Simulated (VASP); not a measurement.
Wanted: the native input for a VASP 6.6.1 run.

```yaml
Task: single point
Functional: PBE
Potentials_or_basis: VASP PAW PBE potentials, release 64 (Ca_sv)
Cutoff: 520 eV
k_mesh: 12 × 12 × 8
Occupations: gaussian, width 0.1 eV
Spin: no spin polarisation
Dipole_correction: no
Further_INCAR_settings: ALGO = Fast; EDIFF = 1e-06; NBANDS = 17
```

The structure of Ca lies in POSCAR:

```
Ca
1.0
    1.9712759950     -3.3954901800      0.0000000000
    1.9712759950      3.3954901800      0.0000000000
    0.0000000000      0.0000000000      6.5091117400
Ca
2
Direct
    0.8355866000      0.1644134000      0.2500000000
    0.1644134000      0.8355866000      0.7500000000
```

These files were run (other wordings do the same):

INCAR

```
PREC = Accurate
ENCUT = 520
EDIFF = 1E-6
ISMEAR = 0
SIGMA = 0.1
LREAL = False
LASPH = True
NELM = 60
ALGO = Fast
ISIF = 2
LWAVE = False
LCHARG = False
GGA = PE
NBANDS = 17
```

KPOINTS

```
regular mesh
0
Gamma
  12 12 8
```

Potentials or basis: VASP PAW PBE potentials, release 64 (Ca_sv).

Command:

```sh
$ cat potpaw_PBE.64/Ca_sv/POTCAR > POTCAR
$ mpirun -np 1 vasp_std > vasp.out
```

It gave:

The pressure is -0.5 GPa, the largest force is 0.016 eV/Å and the band gap on the k mesh is zero (bands 10 and 11 overlap by 0.56 eV).

Wall time 8.4 min on 1 thread of AMD EPYC 7R13, on a shared host, peak memory 0.37 GiB.
